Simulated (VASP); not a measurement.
# Na (P-3m1) in VASP: notebook, part 2 of 2

VASP 6.6.1.

## 3. Single point, LDA (atoms displaced along a vibrational mode)

INCAR

```
SYSTEM = Na
PREC     = Accurate       ! precision mode
ENCUT    = 520            ! plane-wave cutoff, eV
EDIFF    = 1E-7           ! SCF threshold, eV
ISMEAR   = 0              ! smearing method
SIGMA    = 0.15           ! smearing width, eV
LREAL    = .FALSE.        ! projectors in reciprocal space
LASPH    = .TRUE.         ! aspherical terms in the spheres
NELM     = 80             ! most SCF steps
ALGO     = Fast           ! electronic algorithm
ISIF     = 2              ! what is computed and relaxed
LWAVE    = .FALSE.        ! write WAVECAR
LCHARG   = .TRUE.         ! write CHGCAR
GGA      = CA             ! functional
LELF     = .TRUE.         ! ELF
LVHAR    = .TRUE.       
NBANDS   = 14             ! bands
```

KPOINTS

```
regular mesh
0
G
  15 15 8
  0 0 0
```

POSCAR

```
Na
1.0
    3.6209798977      0.0000000000      0.0000000000
   -1.8104899489      3.1358605780      0.0000000000
    0.0000000000      0.0000000000      5.8981745703
Na
2
Direct
    0.3333333333      0.6666666667      0.2253652595
    0.6666666667      0.3333333333      0.7746347405
```

Potentials or basis: VASP PAW LDA potentials, release 64 (Na_pv).

Started as:

```bash
cat potpaw_LDA.64/Na_pv/POTCAR > POTCAR
mpirun -np 1 vasp_std > vasp.out
```

OUTCAR:

```text
SYSTEM = Na
   PREC = Accurate
   ENCUT = 520
   EDIFF = 1E-7
   ISMEAR = 0
   LREAL = .FALSE.
   LASPH = .TRUE.
   NELM = 80
   ISIF = 2
   GGA = CA

 ion  position               nearest neighbor table
   1  0.333  0.667  0.225-
   2  0.667  0.333  0.775-

  LATTYP: Found a hexagonal cell.
 ALAT       =     3.6209798977
 C/A-ratio  =     1.6288890679

  Lattice vectors:

 A1 = (   3.6209798977,   0.0000000000,   0.0000000000)
[... 595 lines left out ...]

------------------------ aborting loop because EDIFF is reached ----------------------------------------

  FORCE on cell =-STRESS in cart. coord.  units (eV):
  Direction    XX          YY          ZZ          XY          YZ          ZX
  --------------------------------------------------------------------------------------
  -------------------------------------------------------------------------------------
  Total        0.0901470      0.0901470      0.1418948     -0.0000000     -0.0000000     -0.0000000
  in kB        2.1565587      2.1565587      3.3945066     -0.0000000     -0.0000000     -0.0000000
  external PRESSURE =       2.5692080 kB  Pullay stress =       0.0000000 kB

 VOLUME and BASIS-vectors are now :
 -----------------------------------------------------------------------------
  energy-cutoff  :      520.00
  volume of cell :       66.97
      direct lattice vectors                 reciprocal lattice vectors
     3.620979898  0.000000000  0.000000000     0.276168338  0.159445864  0.000000000
    -1.810489949  3.135860578  0.000000000     0.000000000  0.318891728  0.000000000
     0.000000000  0.000000000  5.898174570     0.000000000  0.000000000  0.169543981

 POSITION                                       TOTAL-FORCE (eV/Angst)
 -----------------------------------------------------------------------------------
     -0.00000      2.09057      1.32924         0.000000      0.000000      0.238540
      1.81049      1.04529      4.56893        -0.000000     -0.000000     -0.238540
 -----------------------------------------------------------------------------------
    total drift:                                0.000000     -0.000000     -0.000000

  FREE ENERGIE OF THE ION-ELECTRON SYSTEM (eV)
  ---------------------------------------------------
  free  energy   TOTEN  =        -2.8792902563 eV

  energy  without entropy=       -2.8681129165  energy(sigma->0) =       -2.87370159
```

OSZICAR:

```text
N       E                     dE             d eps       ncg     rms          rms(c)
DAV:   1     0.100900799903E+03    0.10090E+03   -0.77240E+03  5376   0.981E+02
DAV:   2     0.856181544540E+00   -0.10004E+03   -0.98889E+02  5598   0.280E+02
DAV:   3    -0.284071739081E+01   -0.36969E+01   -0.36938E+01  6882   0.610E+01
DAV:   4    -0.289020290558E+01   -0.49486E-01   -0.49484E-01  5958   0.760E+00
DAV:   5    -0.289127995303E+01   -0.10770E-02   -0.10770E-02  6900   0.112E+00    0.356E-01
RMM:   6    -0.288260804053E+01    0.86719E-02   -0.19341E-03  6287   0.441E-01    0.214E-01
RMM:   7    -0.287931647603E+01    0.32916E-02   -0.28767E-03  6111   0.451E-01    0.558E-02
RMM:   8    -0.287927371374E+01    0.42762E-04   -0.82309E-04  6865   0.420E-01    0.170E-02
RMM:   9    -0.287928402374E+01   -0.10310E-04   -0.33635E-04  7395   0.196E-01    0.101E-02
RMM:  10    -0.287929351808E+01   -0.94943E-05   -0.13779E-04  8221   0.121E-01    0.125E-02
RMM:  11    -0.287929759339E+01   -0.40753E-05   -0.12911E-05  7428   0.372E-02    0.181E-02
RMM:  12    -0.287929007150E+01    0.75219E-05   -0.11533E-05  7349   0.376E-02    0.314E-03
RMM:  13    -0.287929027138E+01   -0.19988E-06   -0.32242E-06  7284   0.163E-02    0.467E-03
RMM:  14    -0.287929025626E+01    0.15120E-07   -0.78010E-07  6185   0.725E-03
   1 F= -.28792903E+01 E0= -.28737016E+01  d E =-.111773E-01
```

stdout:

```text
POSCAR found type information on POSCAR Na
 POSCAR found :  1 types and       2 ions
 scaLAPACK will be used
 LDA part: xc-table for (Slater(with rela. corr.)+CA(PZ))
 , standard interpolation
 POSCAR, INCAR and KPOINTS ok, starting setup
 FFT: planning ... GRIDC
 FFT: planning ... GRID_SOFT
 FFT: planning ... GRID
 WAVECAR not read
 entering main loop
```

Wall time 3.5 min (1 thread of Oxide Virtual Turin-like, shared host); peak memory 0.21 GiB.

What came out:

| Property | Result |
| --- | --- |
| Free energy | -2.8793 eV |
| Pressure | 0.3 GPa |
| Largest force | 0.239 eV/Å |
| Band gap on the k mesh | zero (bands 7 and 8 overlap by 4.32 eV) |

Forces in eV/Å, atoms in the order of the input:
```
Na   0.000  0.000  0.239
Na   0.000  0.000 -0.239
```

Caveat: the cell differs from its parent crystal (atoms displaced along a vibrational mode).

## 4. Single point, LDA (atoms displaced along a vibrational mode)

INCAR

```
SYSTEM = Na
PREC     = Accurate       ! precision mode
ENCUT    = 520            ! plane-wave cutoff, eV
EDIFF    = 1E-6           ! SCF threshold, eV
ISMEAR   = 0              ! smearing method
SIGMA    = 0.15           ! smearing width, eV
LREAL    = .FALSE.        ! projectors in reciprocal space
LASPH    = .TRUE.         ! aspherical terms in the spheres
NELM     = 60             ! most SCF steps
ALGO     = Fast           ! electronic algorithm
ISIF     = 2              ! what is computed and relaxed
LWAVE    = .FALSE.        ! write WAVECAR
LCHARG   = .FALSE.        ! write CHGCAR
GGA      = CA             ! functional
NBANDS   = 14             ! bands
```

KPOINTS is that of step 3.

POSCAR

```
Na
1.0
    3.6209798977      0.0000000000      0.0000000000
   -1.8104899489      3.1358605780      0.0000000000
    0.0000000000      0.0000000000      5.8981745703
Na
2
Direct
    0.3333333333      0.6666666667      0.2007135646
    0.6666666667      0.3333333333      0.7992864354
```

Potentials or basis: VASP PAW LDA potentials, release 64 (Na_pv).

Started as:

```bash
cat potpaw_LDA.64/Na_pv/POTCAR > POTCAR
mpirun -np 1 vasp_std > vasp.out
```

OUTCAR:

```text
SYSTEM = Na
   PREC = Accurate
   ENCUT = 520
   EDIFF = 1E-6
   ISMEAR = 0
   LREAL = .FALSE.
   LASPH = .TRUE.
   NELM = 60
   ISIF = 2
   GGA = CA

 ion  position               nearest neighbor table
   1  0.333  0.667  0.201-
   2  0.667  0.333  0.799-

  LATTYP: Found a hexagonal cell.
 ALAT       =     3.6209798977
 C/A-ratio  =     1.6288890679

  Lattice vectors:

 A1 = (   3.6209798977,   0.0000000000,   0.0000000000)
[... 595 lines left out ...]

------------------------ aborting loop because EDIFF is reached ----------------------------------------

  FORCE on cell =-STRESS in cart. coord.  units (eV):
  Direction    XX          YY          ZZ          XY          YZ          ZX
  --------------------------------------------------------------------------------------
  -------------------------------------------------------------------------------------
  Total        0.2828318      0.2828318      0.4764476     -0.0000000     -0.0000000     -0.0000000
  in kB        6.7660982      6.7660982     11.3979110     -0.0000000     -0.0000000     -0.0000000
  external PRESSURE =       8.3100358 kB  Pullay stress =       0.0000000 kB

 VOLUME and BASIS-vectors are now :
 -----------------------------------------------------------------------------
  energy-cutoff  :      520.00
  volume of cell :       66.97
      direct lattice vectors                 reciprocal lattice vectors
     3.620979898  0.000000000  0.000000000     0.276168338  0.159445864  0.000000000
    -1.810489949  3.135860578  0.000000000     0.000000000  0.318891728  0.000000000
     0.000000000  0.000000000  5.898174570     0.000000000  0.000000000  0.169543981

 POSITION                                       TOTAL-FORCE (eV/Angst)
 -----------------------------------------------------------------------------------
     -0.00000      2.09057      1.18384        -0.000000      0.000000      0.520615
      1.81049      1.04529      4.71433         0.000000     -0.000000     -0.520615
 -----------------------------------------------------------------------------------
    total drift:                                0.000000     -0.000000      0.000000

  FREE ENERGIE OF THE ION-ELECTRON SYSTEM (eV)
  ---------------------------------------------------
  free  energy   TOTEN  =        -2.7704262960 eV

  energy  without entropy=       -2.7598756042  energy(sigma->0) =       -2.76515095
```

OSZICAR:

```text
N       E                     dE             d eps       ncg     rms          rms(c)
DAV:   1     0.101492078832E+03    0.10149E+03   -0.77252E+03  5376   0.982E+02
DAV:   2     0.948729884912E+00   -0.10054E+03   -0.99396E+02  5592   0.281E+02
DAV:   3    -0.275146101377E+01   -0.37002E+01   -0.36969E+01  6846   0.611E+01
DAV:   4    -0.280118984004E+01   -0.49729E-01   -0.49727E-01  6024   0.769E+00
DAV:   5    -0.280226811910E+01   -0.10783E-02   -0.10783E-02  6840   0.112E+00    0.490E-01
RMM:   6    -0.277853116079E+01    0.23737E-01   -0.39337E-03  5975   0.527E-01    0.274E-01
RMM:   7    -0.277038172163E+01    0.81494E-02   -0.74752E-03  6155   0.661E-01    0.625E-02
RMM:   8    -0.277039035017E+01   -0.86285E-05   -0.13240E-03  6771   0.446E-01    0.199E-02
RMM:   9    -0.277042364516E+01   -0.33295E-04   -0.61436E-04  7457   0.229E-01    0.170E-02
RMM:  10    -0.277043537944E+01   -0.11734E-04   -0.16392E-04  7881   0.114E-01    0.183E-02
RMM:  11    -0.277047373670E+01   -0.38357E-04   -0.48859E-05  7423   0.776E-02    0.417E-02
RMM:  12    -0.277042661484E+01    0.47122E-04   -0.59749E-05  7528   0.892E-02    0.382E-03
RMM:  13    -0.277042629597E+01    0.31887E-06   -0.48492E-06  6707   0.236E-02
   1 F= -.27704263E+01 E0= -.27651510E+01  d E =-.105507E-01
```

Run time: 3.2 min. Hardware: 1 thread of Oxide Virtual Turin-like, shared host; peak memory 0.21 GiB.

Results:

* Free energy: -2.7704 eV
* Pressure: 0.8 GPa
* Largest force: 0.521 eV/Å
* Band gap on the k mesh: zero (bands 7 and 8 overlap by 3.89 eV)

Forces on the atoms (eV/Å):
```
Na   0.000  0.000  0.521
Na   0.000  0.000 -0.521
```

Levels at points of the mesh, in eV from the Fermi level:
```
           k point  band 5  band 6  band 7  band 8  band 9  band 10
(0.00, 0.00, 0.00)  -24.91  -24.90   -3.54    0.72    0.99    10.33
(0.00, 0.00, 0.50)  -24.91  -24.91   -2.77   -2.00    5.86     5.88
```

Caveat: the cell differs from its parent crystal (atoms displaced along a vibrational mode).

## 5. Summary

```tsv
cell	further INCAR settings	gap on the mesh (eV)	pressure (GPa)	largest force (eV/Å)
as given, atomic positions A	ALGO = Fast; EDIFF = 1e-06; NBANDS = 14	none	1.8	0.87
as given, atomic positions B	ALGO = Fast; EDIFF = 1e-07; NBANDS = 14	none	0.3	0.24
as given, atomic positions C	ALGO = Fast; EDIFF = 1e-06; NBANDS = 14	none	0.8	0.52
```

Alike in all rows: task single point; level LDA; potentials or basis VASP PAW LDA potentials, release 64 (Na_pv); no spin polarisation; k mesh 15 × 15 × 8; cutoff (eV) 520; smearing gaussian 0.15 eV.

Total energies depend on the potentials used, so only differences within one code and one set of settings carry meaning.
